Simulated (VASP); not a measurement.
# Mg16O17 (a cell with a defect) (O interstitial hop between voids) in VASP: further runs

Mg16O17 (a cell with a defect) (O interstitial hop between voids) is run at these levels: PBE; tasks: single point.

All numbers are computed with VASP 6.6.1; they aren't measurements. Logs are shortened: lines on timing, memory, paths and dates and some standing lists are left out, and cuts for length are marked.

## 1. The cell of the first run

The cell holds a defect, 33 atoms: a = 7.369 Å, b = 7.369 Å, c = 7.369 Å, α = 109.47°, β = 109.47°, γ = 109.47°.

## 2. Single point, PBE

Input file INCAR:

```
SYSTEM = Mg16O17
ALGO = Normal ; EDIFF = 1E-6
ENCUT = 520 ; GGA = PE
ISIF = 2 ; ISMEAR = -1
LASPH = .True. ; LCHARG = .False.
LREAL = Auto ; LWAVE = .False.
NBANDS = 89 ; NELM = 100
PREC = Accurate ; SIGMA = 0.01
```

Input file KPOINTS:

```
Automatic mesh
0
Gamma
  1 1 1
  0.25 0.25 0.25
```

Input file POSCAR:

```
Mg16O17
1.0
   -4.2543812300      4.2543812300      4.2543812300
    4.2543812300     -4.2543812300      4.2543812300
    4.2543812300      4.2543812300     -4.2543812300
Mg O
16 17
Direct
   -0.0092627507      0.0145645018      0.0150696575
   -0.0080274481      0.2496962618      0.7502060060
   -0.0066597600      0.4848054116      0.4852911443
   -0.0079501145      0.7496686797      0.2501885880
    0.2582053574      0.0145436707      0.7502124144
    0.2417829941      0.2490007061      0.4999745492
    0.2417281603      0.4993507060      0.2494303172
    0.2582349471      0.7497000564      0.0151248213
    0.4919971621     -0.0000624817      0.4997384352
    0.4920512467      0.2496597571      0.2502000994
    0.4920343265      0.4992629453      0.0004740389
    0.4920612228      0.7496713782      0.7501972130
    0.7425280578      0.0001206458      0.2509723741
    0.7424199785      0.2503698404      0.0006313077
    0.7258910185      0.4850259045      0.7502032595
    0.7258577318      0.7496772894      0.4852804995
   -0.0079561690     -0.0016311371      0.5014918277
   -0.0080258253      0.2496237244      0.2501372201
   -0.0078822789      0.5010439911     -0.0011042474
    0.0893477036      0.7496032217      0.7502143407
    0.2407564151     -0.0016506380      0.2475769308
    0.2407442097      0.2470677337     -0.0010987226
    0.2483890191      0.4903000906      0.7502003632
    0.2483852607      0.7496692831      0.4907233398
    0.5078477927      0.0091511049      0.0096616923
    0.4919585047      0.2498310958      0.7501968684
    0.4762380484      0.4902884875      0.4908600309
    0.4920537869      0.7496818578      0.2502430289
    0.7355585396      0.0090828473      0.7501935286
    0.7434237293      0.2523518117      0.5015111954
    0.7433496455      0.5009788660      0.2528013683
    0.7356111350      0.7496651671      0.0095556703
    0.8949757979      0.7497940605      0.7501877069
```

Potentials or basis: VASP PAW PBE potentials, release 64 (Mg, O).

Launch:

```console
cat potpaw_PBE.64/Mg/POTCAR potpaw_PBE.64/O/POTCAR > POTCAR
mpirun -np 1 vasp_std > vasp.out
```

OUTCAR:

```text
SYSTEM = Mg16O17
   EDIFF = 1E-6
   ENCUT = 520
   GGA = PE
   ISIF = 2
   ISMEAR = -1
   LASPH = .True.
   LREAL = Auto
   NELM = 100
   PREC = Accurate

 ion  position               nearest neighbor table
   1  0.991  0.015  0.015-  33 1.93  18 1.99  22 2.13  21 2.13  32 2.19  29 2.19  20 2.74  13 2.91
                            14 2.91   7 2.92   6 2.92  12 3.00   2 3.01   4 3.01  10 3.02  15 3.19
   2  0.992  0.250  0.750-  29 2.12  23 2.12  19 2.13  30 2.13  22 2.13  17 2.13   7 3.00  13 3.00
                             9 3.01  14 3.01   6 3.01  11 3.01   1 3.01   8 3.01  16 3.01   3 3.01
   3  0.993  0.485  0.485-  20 1.93  18 2.00  30 2.13  31 2.13  23 2.19  24 2.19  33 2.74   7 2.91
                             6 2.91  14 2.92  13 2.92  12 3.00   4 3.01   2 3.01  10 3.02   5 3.19
   4  0.992  0.750  0.250-  24 2.12  32 2.12  19 2.13  21 2.13  31 2.13  17 2.13  14 3.00   6 3.00
                             9 3.01  13 3.01   7 3.01  11 3.01   3 3.01  15 3.01   1 3.01   5 3.01
   5  0.258  0.015  0.750-  20 1.93  26 2.00  22 2.13  17 2.13  25 2.19  24 2.19  33 2.74  14 2.91
                             9 2.91   6 2.92  11 2.92  12 3.00  10 3.01   4 3.01   2 3.02   3 3.19
   6  0.242  0.249  0.500-  27 2.06  23 2.06  26 2.13  18 2.13  17 2.14  21 2.14  15 2.91   3 2.91
                             5 2.92   1 2.92  13 3.00   9 3.00   4 3.00   2 3.01  10 3.01  11 3.01
   7  0.242  0.499  0.249-  24 2.06  27 2.06  28 2.13  18 2.13  22 2.14  19 2.14  16 2.91   3 2.91
                             8 2.92   1 2.92   2 3.00  11 3.00  14 3.00   4 3.01  10 3.01   9 3.01
   8  0.258  0.750  0.015-  20 1.93  28 2.00  19 2.13  21 2.13  23 2.19  25 2.19  33 2.74  11 2.91
                            13 2.92   9 2.92   7 2.92  12 3.00  10 3.01   2 3.01   4 3.02   5 3.19
   9  0.492  1.000  0.500-  24 2.06  29 2.06  28 2.13  26 2.13  21 2.13  30 2.14  16 2.91   5 2.91
                             8 2.92  15 2.92  10 3.00   6 3.00  13 3.00   4 3.01   2 3.01   7 3.01
  10  0.492  0.250  0.250-  25 2.12  27 2.12  21 2.13  30 2.13  22 2.13  31 2.13   9 3.00  11 3.00
                            14 3.01   7 3.01  13 3.01   6 3.01   8 3.01   5 3.01  15 3.01  16 3.01
  11  0.492  0.499  0.000-  32 2.06  23 2.06  26 2.13  28 2.13  22 2.14  31 2.14  15 2.91   8 2.91
                             5 2.92  16 2.92   7 3.00  14 3.00  10 3.00   4 3.01   2 3.01   6 3.01
  12  0.492  0.750  0.750-  27 2.14  32 2.14  29 2.14  23 2.14  24 2.14  25 2.14  15 3.00   1 3.00
                            16 3.00   3 3.00   5 3.00   8 3.00   6 3.01  11 3.01  14 3.01   9 3.01
  13  0.743  0.000  0.251-  32 2.06  25 2.06  18 2.13  28 2.13  17 2.13  30 2.14   1 2.91   8 2.92
                             3 2.92  16 2.92   2 3.00   6 3.00   9 3.00   4 3.01  10 3.01  14 3.01
  14  0.742  0.250  0.001-  25 2.06  29 2.06  18 2.13  26 2.13  31 2.14  19 2.14   1 2.91   5 2.91
                             3 2.92  15 2.92  11 3.00   4 3.00   7 3.00  10 3.01   2 3.01  13 3.01
  15  0.726  0.485  0.750-  33 1.93  26 2.00  30 2.13  19 2.13  27 2.19  32 2.19  20 2.74   6 2.91
                            11 2.91  14 2.92   9 2.92  12 3.00   4 3.01  10 3.01   2 3.02   1 3.19
  16  0.726  0.750  0.485-  33 1.93  28 1.99  17 2.13  31 2.13  27 2.19  29 2.19  20 2.74   9 2.91
                             7 2.91  13 2.92  11 2.92  12 3.00   2 3.01  10 3.01   4 3.02  15 3.19
  17  0.992  0.998  0.501-  16 2.13   5 2.13   4 2.13   2 2.13  13 2.13   6 2.14
  18  0.992  0.250  0.250-   1 1.99   3 2.00  13 2.13  14 2.13   7 2.13   6 2.13
  19  0.992  0.501  0.999-   8 2.13   2 2.13   4 2.13  15 2.13   7 2.14  14 2.14
  20  0.089  0.750  0.750-  33 1.43   8 1.93   3 1.93   5 1.93  15 2.74   1 2.74  16 2.74
  21  0.241  0.998  0.248-   8 2.13   1 2.13  10 2.13   4 2.13   9 2.13   6 2.14
  22  0.241  0.247  0.999-   5 2.13   1 2.13  10 2.13   2 2.13   7 2.14  11 2.14
  23  0.248  0.490  0.750-   6 2.06  11 2.06   2 2.12  12 2.14   3 2.19   8 2.19
  24  0.248  0.750  0.491-   9 2.06   7 2.06   4 2.12  12 2.14   3 2.19   5 2.19
[... 37 lines left out ...]
   TEBEG  =    0.0;   TEEND  =   0.0 temperature during run
   PSTRESS=    0.0 pullay stress
   NELECT =     134.0000    total number of electrons
   NUPDOWN=      -1.0000    fix difference up-down
   EMIN   =  10.00;   EMAX   =-10.00  energy-range for DOS
   EFERMI =   0.00;   METHOD = LEGACY
   ISMEAR =    -1;   SIGMA  =   0.01  broadening in eV -4-tet -1-fermi 0-gaus
   EFERMI_NEDOS =   21; number of points for ismear=-14 and -15
   IALGO  =     38    algorithm
   IMIX   =      4    mixing-type and parameters
     AMIX     =   0.40;   BMIX     =  1.00
     AMIX_MAG =   1.60;   BMIX_MAG =  1.00
  volume/ion in A,a.u.               =       9.33        62.99
  Fermi-wavevector in a.u.,A,eV,Ry     =   1.240471  2.344151 20.936222  1.538769
  Thomas-Fermi vector in A             =   2.374910
   LORBIT       =      0    0 simple, 1 ext, 2 COOP (PROOUT), +10 PAW based schemes
   GGA     = PE    functional components
   LHFCALC =     F    Hartree Fock is set to
   AEXX    =    0.0000 exact exchange contribution
   IVDW    =     0    specifies the selected vdW correction
   LEPSILON=     F    determine dielectric tensor
   LRPA    =     F    only Hartree local field effects (RPA)
 non-spin polarized calculation
  energy-cutoff  :      520.00
  volume of cell :      308.01
 maximum number of plane-waves:      8280
 NGX is ok and might be reduce to    54
   NGX = 27   NGY = 27   NGZ = 27

 number of electron     134.0000031 magnetization

 Free energy of the ion-electron system (eV)
  ---------------------------------------------------
  ext. energy  EPLUGINS =         0.00000000
  ---------------------------------------------------
  free energy    TOTEN  =      -192.97578114 eV

  energy without entropy =     -192.97578114  energy(sigma->0) =     -192.97578114

 E-fermi :   3.6436     XC(G=0): -11.0539

 val. band max:        3.3877183359   @ k =   0.2500   0.2500   0.2500
 cond. band min:       8.7895748248   @ k =   0.2500   0.2500   0.2500
 fundamental gap:      5.4018564889
 Fermi energy:         3.6435831290

 k-point     1 :       0.2500    0.2500    0.2500
  band No.  band energies     occupation
      1     -18.1072      2.00000
      2     -13.5654      2.00000
      3     -13.5641      2.00000
      4     -13.5524      2.00000
      5     -13.1018      2.00000
      6     -12.8874      2.00000
[... 71 lines left out ...]
     78      12.6233      0.00000
     79      12.7403      0.00000
 [bands above 79 left out]

------------------------ aborting loop because EDIFF is reached ----------------------------------------

  FORCE on cell =-STRESS in cart. coord.  units (eV):
  Direction    XX          YY          ZZ          XY          YZ          ZX
  --------------------------------------------------------------------------------------
  -------------------------------------------------------------------------------------
  Total       12.5038228     12.5039081     12.4882922     -3.1076445      3.1154212     -3.1144791
  in kB       65.0405475     65.0409911     64.9597631    -16.1648883     16.2053403    -16.2004394
  external PRESSURE =      65.0137673 kB  Pullay stress =       0.0000000 kB

 VOLUME and BASIS-vectors are now :
 -----------------------------------------------------------------------------
  energy-cutoff  :      520.00
  volume of cell :      308.01
      direct lattice vectors                 reciprocal lattice vectors
    -4.254381230  4.254381230  4.254381230     0.000000000  0.117525904  0.117525904
     4.254381230 -4.254381230  4.254381230     0.117525904  0.000000000  0.117525904
     4.254381230  4.254381230 -4.254381230     0.117525904  0.117525904  0.000000000

 POSITION                                       TOTAL-FORCE (eV/Angst)
 -----------------------------------------------------------------------------------
     -4.08890      4.21712      4.21282        -0.003345     -0.006052     -0.007179
      0.03374      6.34959      2.09087        -0.000924      0.000270      0.003728
     -0.09889      4.22811      4.22398         0.000688      0.010947      0.008751
      0.03322      2.09558      6.34554        -0.000192     -0.000599      0.000285
      2.15506      4.22832     -2.03131        -0.009761      0.009129     -0.002207
      2.15779      2.09638     -0.03910         0.000868     -0.008283      0.001533
[... 25 lines left out ...]
      0.10044     -0.01914      6.27828         0.001431      0.007081      0.002472
      2.57393      3.80924      3.80589         0.154567     -0.155367     -0.148258
 -----------------------------------------------------------------------------------
    total drift:                               -0.000694      0.000864      0.006245

  FREE ENERGIE OF THE ION-ELECTRON SYSTEM (eV)
  ---------------------------------------------------
  free  energy   TOTEN  =      -192.9757811413 eV

  energy  without entropy=     -192.9757811413  energy(sigma->0) =     -192.97578114
```

It took 80 s on 1 thread of AMD EPYC 9R14 (Zen 4), shared host; peak memory 0.37 GiB.

What came out:

* Free energy: -192.9758 eV
* Pressure: 6.5 GPa
* Largest force: 0.265 eV/Å
* Band gap on the k mesh: 5.40 eV

Forces on the atoms (eV/Å):
```
Mg  -0.003 -0.006 -0.007
Mg  -0.001  0.000  0.004
Mg   0.001  0.011  0.009
Mg   0.000 -0.001  0.000
Mg  -0.010  0.009 -0.002
Mg   0.001 -0.008  0.002
Mg   0.004  0.004 -0.006
Mg  -0.012 -0.002  0.010
Mg   0.010  0.003  0.002
Mg   0.001  0.000  0.000
Mg   0.005 -0.003  0.001
Mg   0.004 -0.004 -0.002
Mg  -0.002 -0.006 -0.005
Mg  -0.002 -0.009  0.003
Mg   0.001 -0.001 -0.009
Mg   0.008  0.007 -0.008
O    0.002 -0.003  0.001
O    0.002  0.005  0.004
O    0.002  0.001 -0.009
O   -0.142  0.140  0.152
O    0.006  0.002  0.000
O    0.004 -0.002  0.002
O   -0.005  0.005 -0.003
O   -0.003  0.000  0.002
O    0.000  0.003  0.001
O   -0.010  0.011 -0.002
O   -0.006 -0.002  0.004
O   -0.003 -0.002  0.003
O   -0.003  0.003  0.005
O   -0.002 -0.003 -0.007
O   -0.002 -0.004  0.000
O    0.001  0.007  0.002
O    0.155 -0.155 -0.148
```

Caveat: the k points lie up to 1.04 Å⁻¹ apart.

## 3. Single point, PBE

Input file INCAR:

```
  ALGO = Normal
  EDIFF = 1E-6
  ENCUT = 520
  GGA = PE
  ISIF = 2
  ISMEAR = -1
  LASPH = T
  LCHARG = F
  LREAL = Auto
  LWAVE = F
  NBANDS = 89
  NELM = 100
  PREC = Accurate
  SIGMA = 0.01
```

KPOINTS is that of step 2.

Input file POSCAR:

```
Mg16O17
1.0
   -4.2543812300      4.2543812300      4.2543812300
    4.2543812300     -4.2543812300      4.2543812300
    4.2543812300      4.2543812300     -4.2543812300
Mg O
16 17
Direct
   -0.0002861133     -0.0001106779      0.0072632897
   -0.0010079077      0.2495286401      0.7569118793
   -0.0002970853      0.4998806165      0.5072575693
    0.0004351471      0.7502504177      0.2576334200
    0.2493558264     -0.0008309071      0.7569121167
    0.2348433686      0.2350167962      0.5085781451
    0.2348391744      0.4998838370      0.2410701270
    0.2493433749      0.7502447435      0.0072611319
    0.4997062006     -0.0001223540      0.5072590335
    0.4997090915      0.2350148017      0.2410728372
    0.4997111287      0.4998869712      0.0073074912
    0.4997055672      0.7647661262      0.7734533774
    0.7500759291      0.0006111101      0.2576339999
    0.7500690783      0.2495176748      0.0072584388
    0.7645839305      0.4998803823      0.7734580477
    0.7645824948      0.7647575769      0.5059596718
   -0.0002944269     -0.0001192256      0.5072526394
    0.0023165689      0.2511841203      0.2585635659
   -0.0002793341      0.4998839411      0.0072603837
   -0.0028962822      0.7485944759      0.7559589791
    0.2510094815      0.0024913607      0.2585640710
    0.2403274658      0.2405042361     -0.0085476066
    0.2402884335      0.4998866444      0.7636575015
    0.2510110507      0.7485726715      0.5072581566
    0.4997097384     -0.0001029280      0.0072601163
    0.4997139807      0.2404615857      0.7636583986
    0.4997002689      0.4998778283      0.4100436107
    0.4997045277      0.7592873143      0.2508424899
    0.7484167616     -0.0027218686      0.7559577574
    0.7483957228      0.2511847846      0.5072576987
    0.7591147113      0.4998785185      0.2508440572
    0.7591067844      0.7592813609      0.0230717684
    0.4997212994      0.4998973383      0.6044927847
```

Potentials or basis: VASP PAW PBE potentials, release 64 (Mg, O).

Launch:

```console
cat potpaw_PBE.64/Mg/POTCAR potpaw_PBE.64/O/POTCAR > POTCAR
mpirun -np 1 vasp_std > vasp.out
```

Run time: 74 s. Hardware: 1 thread of AMD EPYC 9R14 (Zen 4), shared host; peak memory 0.37 GiB.

The run converged. Its results:

| Item | Value |
| --- | --- |
| Free energy | -192.9760 eV |
| Pressure | 6.5 GPa |
| Largest force | 0.256 eV/Å |
| Band gap on the k mesh | 5.40 eV |

Forces on the atoms (eV/Å):
```
Mg   0.001  0.001 -0.001
Mg   0.000  0.002  0.003
Mg   0.001  0.001  0.000
Mg   0.000 -0.003 -0.003
Mg   0.002  0.000  0.003
Mg   0.009  0.009  0.003
Mg  -0.007  0.004  0.007
Mg  -0.002  0.003  0.000
Mg   0.001  0.001  0.000
Mg   0.004 -0.007  0.007
Mg  -0.001 -0.001  0.002
Mg  -0.004  0.009 -0.009
Mg  -0.003  0.000 -0.003
Mg   0.003 -0.002  0.000
Mg   0.009 -0.004 -0.009
Mg  -0.008 -0.008 -0.005
O   -0.001 -0.001  0.001
O    0.001 -0.004 -0.002
O   -0.001 -0.002  0.001
O    0.001  0.003  0.004
O   -0.004  0.001 -0.002
O    0.000  0.000 -0.005
O   -0.001 -0.004  0.001
O    0.003 -0.004  0.000
O   -0.002 -0.001  0.001
O   -0.004 -0.001  0.001
O   -0.144 -0.144  0.146
O    0.004  0.000  0.000
O    0.003  0.001  0.004
O   -0.004  0.003  0.000
O    0.000  0.004  0.000
O   -0.001 -0.001  0.004
O    0.148  0.148 -0.147
```

Stress tensor (GPa, compression positive):
```
 6.49  1.61 -1.62
 1.61  6.49 -1.62
-1.62 -1.62  6.49
```

Levels at points of the mesh, in eV from the valence-band top:
```tsv
k point	band 64	band 65	band 66	band 67	band 68	band 69	band 70	band 71
(0.25, 0.25, 0.25)	-0.51	-0.51	0.00	0.00	5.40	6.61	6.61	6.79
```

Caveat: the k points lie up to 1.04 Å⁻¹ apart.

## 4. Single point, PBE

Input file INCAR:

```
SYSTEM = Mg16O17
ALGO = Normal
EDIFF = 1E-6
ENCUT = 520
GGA = PE
ISIF = 2
ISMEAR = -1
LASPH = .True.
LCHARG = .False.
LREAL = Auto
LWAVE = .False.
NBANDS = 89
NELM = 80
PREC = Accurate
SIGMA = 0.01
```

KPOINTS is that of step 3.

Input file POSCAR:

```
Mg16O17
1.0
   -4.2543812300      4.2543812300      4.2543812300
    4.2543812300     -4.2543812300      4.2543812300
    4.2543812300      4.2543812300     -4.2543812300
Mg O
16 17
Direct
   -0.0092626866      0.0145645152      0.0150696415
   -0.0080274893      0.2496962408      0.7502059236
   -0.0066598404      0.4848054014      0.4852911360
   -0.0079501573      0.7496687127      0.2501885568
    0.2582053513      0.0145437131      0.7502123875
    0.2417829866      0.2490007225      0.4999744698
    0.2417281020      0.4993506423      0.2494302797
    0.2582349678      0.7497000921      0.0151248787
    0.4919971641     -0.0000624063      0.4997384778
    0.4920512260      0.2496598078      0.2502000743
    0.4920343022      0.4992629680      0.0004739820
    0.4920612157      0.7496714158      0.7501972267
    0.7425280738      0.0001206991      0.2509723371
    0.7424200675      0.2503698993      0.0006313492
    0.7258911068      0.4850259975      0.7502033380
    0.7258577295      0.7496772921      0.4852805586
   -0.0079562686     -0.0016311420      0.5014918468
   -0.0080258440      0.2496237273      0.2501373155
   -0.0078822273      0.5010439556     -0.0011042734
    0.0893476582      0.7496031332      0.7502142679
    0.2407563978     -0.0016506513      0.2475770137
    0.2407441752      0.2470676564     -0.0010987497
    0.2483890002      0.4903000900      0.7502002824
    0.2483852393      0.7496691828      0.4907233008
    0.5078477652      0.0091511545      0.0096616870
    0.4919584980      0.2498310430      0.7501968741
    0.4762381156      0.4902885725      0.4908601009
    0.4920538115      0.7496818756      0.2502429713
    0.7355585527      0.0090828720      0.7501935834
    0.7434237387      0.2523518561      0.5015112386
    0.7433495799      0.5009788462      0.2528013927
    0.7356110867      0.7496651869      0.0095556787
    0.8949758600      0.7497941128      0.7501877071
```

Launch:

```console
cat potpaw_PBE.64/Mg/POTCAR potpaw_PBE.64/O/POTCAR > POTCAR
mpirun -np 1 vasp_std > vasp.out
```

Wall time 76 s (1 thread of AMD EPYC 9R14 (Zen 4), shared host); peak memory 0.37 GiB.

Results (log left out):

```
Free energy            : -192.9758 eV
Pressure               : 6.5 GPa
Largest force          : 0.265 eV/Å
Band gap on the k mesh : 5.40 eV
```

Forces in eV/Å, atoms in the order of the input:
```
Mg  -0.003 -0.006 -0.007
Mg  -0.001  0.000  0.004
Mg   0.001  0.011  0.009
Mg   0.000 -0.001  0.000
Mg  -0.010  0.009 -0.002
Mg   0.001 -0.008  0.002
Mg   0.004  0.004 -0.006
Mg  -0.012 -0.002  0.010
Mg   0.010  0.003  0.002
Mg   0.001  0.000  0.000
Mg   0.005 -0.003  0.001
Mg   0.004 -0.004 -0.002
Mg  -0.002 -0.006 -0.005
Mg  -0.002 -0.009  0.003
Mg   0.001 -0.001 -0.009
Mg   0.008  0.007 -0.008
O    0.002 -0.003  0.001
O    0.002  0.005  0.004
O    0.002  0.001 -0.009
O   -0.142  0.140  0.152
O    0.006  0.002  0.000
O    0.004 -0.002  0.002
O   -0.005  0.005 -0.003
O   -0.003  0.000  0.002
O    0.000  0.003  0.001
O   -0.010  0.011 -0.002
O   -0.006 -0.002  0.004
O   -0.003 -0.002  0.003
O   -0.003  0.003  0.005
O   -0.002 -0.003 -0.007
O   -0.002 -0.004  0.000
O    0.001  0.007  0.002
O    0.155 -0.155 -0.148
```

Stress tensor (GPa, compression positive):
```
 6.50 -1.62 -1.62
-1.62  6.50  1.62
-1.62  1.62  6.50
```

Levels at points of the mesh, in eV from the valence-band top:
```csv
k point,band 65,band 66,band 67,band 68,band 69,band 70
"(0.25, 0.25, 0.25)",-0.51,0.00,0.00,5.40,6.61,6.61
```

Caveat: the k points lie up to 1.04 Å⁻¹ apart.
